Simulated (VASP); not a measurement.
# Al3Cu (Pm-3m) in VASP: a series of runs

The runs below take Al3Cu through single point, relaxation of cell and atoms, with LDA.

All numbers are computed with VASP 6.6.1; they aren't measurements. Logs are shortened: lines on timing, memory, paths and dates and some standing lists are left out, and cuts for length are marked.

## 1. The cell of the first run

Symmetry: Pm-3m, No. 221, cubic system. The conventional cell has a = 3.855 Å, b = 3.855 Å, c = 3.855 Å, α = 90.00°, β = 90.00°, γ = 90.00°. Al (site symmetry 4/mmm) has 8 Al at 2.73 Å and 4 Cu at 2.73 Å within 3.6 Å. Within 3.6 Å of Cu (site symmetry m-3m) lie 12 Al at 2.73 Å.

## 2. Single point, LDA

Input file INCAR:

```
SYSTEM = Al3Cu
PREC = Accurate
ENCUT = 520
EDIFF = 1E-6
ISMEAR = 0
SIGMA = 0.15
LREAL = .False.
LASPH = .True.
NELM = 60
ALGO = Normal
ISIF = 2
LWAVE = .False.
LCHARG = .True.
LELF = .True.
LVHAR = .True.
NBANDS = 18
```

Input file KPOINTS:

```
regular mesh
0
Gamma
  10 10 10
  0 0 0
```

Input file POSCAR:

```
Al3Cu
1.0
    3.8548798307      0.0000000000      0.0000000000
    0.0000000000      3.8548798307      0.0000000000
    0.0000000000      0.0000000000      3.8548798307
Al Cu
3 1
Direct
    0.0000000000      0.5000000000      0.5000000000
    0.5000000000      0.0000000000      0.5000000000
    0.5000000000      0.5000000000      0.0000000000
    0.0000000000      0.0000000000      0.0000000000
```

Potentials or basis: VASP PAW LDA potentials, release 64 (Al, Cu).

Launch:

```console
> cat potpaw_LDA.64/Al/POTCAR potpaw_LDA.64/Cu/POTCAR > POTCAR
> mpirun -np 1 vasp_std > vasp.out
```

OUTCAR:

```text
SYSTEM = Al3Cu
   PREC = Accurate
   ENCUT = 520
   EDIFF = 1E-6
   ISMEAR = 0
   LREAL = .False.
   LASPH = .True.
   NELM = 60
   ISIF = 2

 ion  position               nearest neighbor table
   1  0.000  0.500  0.500-   2 2.73   3 2.73   4 2.73   3 2.73   4 2.73   2 2.73   4 2.73   4 2.73
                             2 2.73   3 2.73   3 2.73   2 2.73
   2  0.500  0.000  0.500-   1 2.73   3 2.73   4 2.73   3 2.73   4 2.73   1 2.73   3 2.73   3 2.73
                             1 2.73   4 2.73   4 2.73   1 2.73
   3  0.500  0.500  0.000-   1 2.73   2 2.73   4 2.73   1 2.73   2 2.73   2 2.73   4 2.73   2 2.73
                             1 2.73   4 2.73   1 2.73   4 2.73
   4  0.000  0.000  0.000-   1 2.73   2 2.73   3 2.73   1 2.73   2 2.73   1 2.73   3 2.73   1 2.73
                             2 2.73   3 2.73   2 2.73   3 2.73

  LATTYP: Found a simple cubic cell.
 ALAT       =     3.8548798307

  Lattice vectors:

 A1 = (   3.8548798307,   0.0000000000,   0.0000000000)
 A2 = (   0.0000000000,   3.8548798307,   0.0000000000)
 A3 = (   0.0000000000,   0.0000000000,   3.8548798307)

Analysis of symmetry for initial positions (statically):
=====================================================================
 Subroutine PRICEL returns:
 Original cell was already a primitive cell.

 Routine SETGRP: Setting up the symmetry group for a
 simple cubic supercell.

 Subroutine GETGRP returns: Found 48 space group operations
 (whereof 48 operations were pure point group operations)
 out of a pool of 48 trial point group operations.

The static configuration has the point symmetry O_h .

Analysis of symmetry for dynamics (positions and initial velocities):
=====================================================================
 Subroutine PRICEL returns:
 Original cell was already a primitive cell.

 Routine SETGRP: Setting up the symmetry group for a
 simple cubic supercell.

 Subroutine GETGRP returns: Found 48 space group operations
 (whereof 48 operations were pure point group operations)
 out of a pool of 48 trial point group operations.

The dynamic configuration has the point symmetry O_h .

 Subroutine INISYM returns: Found 48 space group operations
 (whereof 48 operations are pure point group operations),
 and found     1 'primitive' translations

----------------------------------------------------------------------------------------

                                     Primitive cell

  volume of cell :      57.2839

  direct lattice vectors                    reciprocal lattice vectors
     3.854879831  0.000000000  0.000000000     0.259411459  0.000000000  0.000000000
     0.000000000  3.854879831  0.000000000     0.000000000  0.259411459  0.000000000
     0.000000000  0.000000000  3.854879831     0.000000000  0.000000000  0.259411459

  length of vectors
     3.854879831  3.854879831  3.854879831     0.259411459  0.259411459  0.259411459

  position of ions in fractional coordinates (direct lattice)
     0.000000000  0.500000000  0.500000000
     0.500000000  0.000000000  0.500000000
     0.500000000  0.500000000  0.000000000
     0.000000000  0.000000000  0.000000000

  ion indices of the primitive-cell ions
   primitive index   ion index
                 1           1
                 2           2
                 3           3
                 4           4

----------------------------------------------------------------------------------------

 KPOINTS: regular mesh

Automatic generation of k-mesh.
 Grid dimensions read from file:
 generate k-points for:   10   10   10

 Generating k-lattice:

  Cartesian coordinates                     Fractional coordinates (reciprocal lattice)
     0.025941146  0.000000000  0.000000000     0.100000000  0.000000000  0.000000000
     0.000000000  0.025941146  0.000000000     0.000000000  0.100000000  0.000000000
     0.000000000  0.000000000  0.025941146     0.000000000  0.000000000  0.100000000

  Length of vectors
     0.025941146  0.025941146  0.025941146

  Shift w.r.t. Gamma in fractional coordinates (k-lattice)
     0.000000000  0.000000000  0.000000000

 Subroutine IBZKPT returns following result:
 ===========================================

 Found     56 irreducible k-points:

 Following reciprocal coordinates:
            Coordinates               Weight
  0.000000  0.000000  0.000000      1.000000
  0.100000  0.000000  0.000000      6.000000
  0.200000  0.000000  0.000000      6.000000
  0.300000  0.000000  0.000000      6.000000
  0.400000  0.000000  0.000000      6.000000
  0.500000  0.000000  0.000000      3.000000
[... 16 lines left out ...]
  0.200000  0.100000  0.100000     24.000000
  0.300000  0.100000  0.100000     24.000000
 [... further k-points ...]
   k-points           NKPTS =     56   k-points in BZ     NKDIM =     56   number of bands    NBANDS=     18
   number of dos      NEDOS =    301   number of ions     NIONS =      4
   total plane-waves  NPLWV =  27000
   dimension x,y,z NGX =    30 NGY =   30 NGZ =   30
   dimension x,y,z NGXF=    60 NGYF=   60 NGZF=   60
   ions per type =               3   1
   NGX,Y,Z   is equivalent  to a cutoff of  12.94, 12.94, 12.94 a.u.
   NGXF,Y,Z  is equivalent  to a cutoff of  25.88, 25.88, 25.88 a.u.
 SYSTEM =  Al3Cu
   PREC   = accura    normal or accurate (medium, high low for compatibility)
   ISTART =      0    job   : 0-new  1-cont  2-samecut
   ICHARG =      2    charge: 1-file 2-atom 10-const
   ISPIN  =      1    spin polarized calculation?
   LNONCOLLINEAR =      F non collinear calculations
   LSORBIT =      F    spin-orbit coupling
   LASPH  =      T    aspherical Exc in radial PAW
   ENCUT  =  520.0 eV  38.22 Ry    6.18 a.u.   7.17  7.17  7.17*2*pi/ulx,y,z
   NELM   =     60;   NELMIN=  2; NELMDL= -5     # of ELM steps
   EDIFF  = 0.1E-05   stopping-criterion for ELM
   LREAL  =      F    real-space projection
   EDIFFG = 0.1E-04   stopping-criterion for IOM
   NSW    =      0    number of steps for IOM
   IBRION =     -1    ionic relax: 0-MD 1-quasi-New 2-CG
   NFREE  =      0    steps in history (QN), initial steepest desc. (CG)
   ISIF   =      2    stress and relaxation
   ISYM   =      2    0-nonsym 1-usesym 2-fastsym
   POTIM  = 0.5000    time-step for ionic-motion
   TEBEG  =    0.0;   TEEND  =   0.0 temperature during run
   PSTRESS=    0.0 pullay stress
   NELECT =      20.0000    total number of electrons
   NUPDOWN=      -1.0000    fix difference up-down
   EMIN   =  10.00;   EMAX   =-10.00  energy-range for DOS
   EFERMI =   0.00;   METHOD = LEGACY
   ISMEAR =     0;   SIGMA  =   0.15  broadening in eV -4-tet -1-fermi 0-gaus
   EFERMI_NEDOS =   21; number of points for ismear=-14 and -15
   IALGO  =     38    algorithm
   IMIX   =      4    mixing-type and parameters
     AMIX     =   0.40;   BMIX     =  1.00
     AMIX_MAG =   1.60;   BMIX_MAG =  1.00
  volume/ion in A,a.u.               =      14.32        96.64
  Fermi-wavevector in a.u.,A,eV,Ry     =   1.152765  2.178409 18.080324  1.328866
  Thomas-Fermi vector in A             =   2.289413
   LORBIT       =      0    0 simple, 1 ext, 2 COOP (PROOUT), +10 PAW based schemes
   GGA     = CA    functional components
   LHFCALC =     F    Hartree Fock is set to
   AEXX    =    0.0000 exact exchange contribution
   IVDW    =     0    specifies the selected vdW correction
   LEPSILON=     F    determine dielectric tensor
   LRPA    =     F    only Hartree local field effects (RPA)
 non-spin polarized calculation
 Gauss-broadening in eV      SIGMA  =   0.15
  energy-cutoff  :      520.00
  volume of cell :       57.28
 maximum number of plane-waves:      1568
 NGX is ok and might be reduce to    30
   NGX = 15   NGY = 15   NGZ = 15

 number of electron      19.9999969 magnetization

 Free energy of the ion-electron system (eV)
  ---------------------------------------------------
  ext. energy  EPLUGINS =         0.00000000
  ---------------------------------------------------
  free energy    TOTEN  =       -17.41506640 eV

  energy without entropy =      -17.40423283  energy(sigma->0) =      -17.40964961

 E-fermi :   8.6281     XC(G=0): -11.1641

 val. band max:        8.6100929951   @ k =   0.2000   0.0000   0.0000
 cond. band min:       8.7232454083   @ k =   0.3000   0.2000   0.1000
 fundamental gap:      0.1131524132
 Fermi energy:         8.6281433969

 k-point     1 :       0.0000    0.0000    0.0000
  band No.  band energies     occupation
      1      -2.8540      2.00000
      2       4.0913      2.00000
      3       4.0913      2.00000
      4       4.8269      2.00000
      5       4.8269      2.00000
      6       4.8269      2.00000
[... 10 lines left out ...]
     17      15.7051      0.00000
     18      15.7051      0.00000

 k-point     2 :       0.1000    0.0000    0.0000
  band No.  band energies     occupation
      1      -2.7541      2.00000
      2       3.9074      2.00000
      3       4.1127      2.00000
      4       4.7663      2.00000
      5       4.7663      2.00000
      6       4.8303      2.00000
[... 10 lines left out ...]
     17      15.7647      0.00000
     18      15.7923      0.00000

 k-point     3 :       0.2000    0.0000    0.0000
  band No.  band energies     occupation
      1      -2.4555      2.00000
      2       3.0751      2.00000
      3       4.1693      2.00000
      4       4.6418      2.00000
      5       4.6418      2.00000
      6       4.8391      2.00000
[... 10 lines left out ...]
     17      15.9374      0.00000
     18      16.0892      0.00000

 k-point     4 :       0.3000    0.0000    0.0000
  band No.  band energies     occupation
      1      -1.9623      2.00000
      2       1.8644      2.00000
      3       4.2405      2.00000
      4       4.5255      2.00000
      5       4.5255      2.00000
      6       4.8500      2.00000
[... 375 lines left out ...]
      4       4.5326      2.00000
      5       4.7466      2.00000
      6       4.7466      2.00000
[... 10 lines left out ...]
     17      16.3235      0.00000
     18      16.3235      0.00000

 k-point    23 :       0.2000    0.1000    0.1000
  band No.  band energies     occupation
      1      -2.2574      2.00000
      2       3.2088      2.00000
      3       3.9962      2.00000
      4       4.4060      2.00000
      5       4.6264      2.00000
      6       4.7609      2.00000
[... 10 lines left out ...]
     17      15.7725      0.00000
     18      16.3296      0.00000

 k-point    24 :       0.3000    0.1000    0.1000
  band No.  band energies     occupation
      1      -1.7664      2.00000
      2       2.0354      2.00000
      3       4.1045      2.00000
      4       4.4186      2.00000
      5       4.5059      2.00000
      6       4.7770      2.00000
[... 10 lines left out ...]
     17      14.7494      0.00000
     18      16.7794      0.00000

 [... further k-points ...]
[... 5 lines left out ...]
  --------------------------------------------------------------------------------------
  -------------------------------------------------------------------------------------
  Total        0.0804336      0.0804336      0.0804336      0.0000000      0.0000000     -0.0000000
  in kB        2.2496520      2.2496520      2.2496520      0.0000000      0.0000000     -0.0000000
  external PRESSURE =       2.2496520 kB  Pullay stress =       0.0000000 kB

 VOLUME and BASIS-vectors are now :
 -----------------------------------------------------------------------------
  energy-cutoff  :      520.00
  volume of cell :       57.28
      direct lattice vectors                 reciprocal lattice vectors
     3.854879831  0.000000000  0.000000000     0.259411459  0.000000000  0.000000000
     0.000000000  3.854879831  0.000000000     0.000000000  0.259411459  0.000000000
     0.000000000  0.000000000  3.854879831     0.000000000  0.000000000  0.259411459

 POSITION                                       TOTAL-FORCE (eV/Angst)
 -----------------------------------------------------------------------------------
      0.00000      1.92744      1.92744         0.000000      0.000000      0.000000
      1.92744      0.00000      1.92744         0.000000      0.000000      0.000000
      1.92744      1.92744      0.00000         0.000000      0.000000      0.000000
      0.00000      0.00000      0.00000         0.000000      0.000000      0.000000
 -----------------------------------------------------------------------------------
    total drift:                               -0.000000     -0.000000      0.000000

  FREE ENERGIE OF THE ION-ELECTRON SYSTEM (eV)
  ---------------------------------------------------
  free  energy   TOTEN  =       -17.4150664013 eV

  energy  without entropy=      -17.4042328285  energy(sigma->0) =      -17.40964961
```

Wall time 1.7 min (1 thread of AMD EPYC 7R43 (Zen 3), shared host); peak memory 0.14 GiB.

What came out:

```
Free energy            : -17.4151 eV
Pressure               : 0.2 GPa
Band gap on the k mesh : zero (band 10 reaches 10.13 eV, above the bottom of band 11 at 6.66 eV)
```

Levels at points of the mesh, in eV from the Fermi level:
| k point | band 8 | band 9 | band 10 | band 11 | band 12 | band 13 |
| --- | --- | --- | --- | --- | --- | --- |
| (0.00, 0.00, 0.00) | -2.49 | -2.49 | -0.64 | 0.54 | 0.54 | 6.57 |
| (0.50, 0.00, 0.00) | 0.21 | 0.21 | 0.32 | 0.32 | 0.69 | 2.05 |
| (0.50, 0.50, 0.00) | -3.49 | -3.23 | 1.33 | 3.03 | 3.03 | 3.32 |
| (0.50, 0.50, 0.50) | -3.58 | -3.58 | -2.58 | -1.96 | -1.96 | -1.96 |

(Continued in part 2 of 2.)
